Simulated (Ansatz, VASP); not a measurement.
SrCl2 in VASP and in Ansatz

```xyz
3
Lattice="4.1795 0.0000 0.0000 -2.0897 3.6195 0.0000 0.0000 0.0000 7.3064" Properties=species:S:1:pos:R:3 pbc="T T T"
Sr    2.0897    1.2065    3.6532
Cl    0.0000    0.0000    2.0005
Cl    0.0000    0.0000    5.3059
```

Alike in both runs: functional PBE; k mesh 5 × 5 × 2; occupations gaussian, width 0.15 eV; no spin polarisation.

Ansatz relaxed the structure, and its values are those at the end. VASP's run is a single point on that final structure, the one shown.

|  | VASP | Ansatz |
| --- | --- | --- |
| version | VASP 6.6.1 | Ansatz 0.2.0 |
| potentials or method | VASP PAW PBE potentials, release 64 (Sr_sv, Cl), cutoff 500 eV | scalar-relativistic, plane waves, PAW |
| valence electrons in the cell | 24 | 24 |

```csv
,VASP,Ansatz,Ansatz less VASP
gap on the k mesh at the Fermi level (eV),4.67,4.66,-0.009
least direct gap on the mesh (eV),4.67,4.66,-0.009
pressure (GPa),0.6,0.5,-0.06
rms of the force components (eV/Å),0.033,0.022,-0.0104
```

The k mesh is coarse, so the values compare programs but aren't converged.
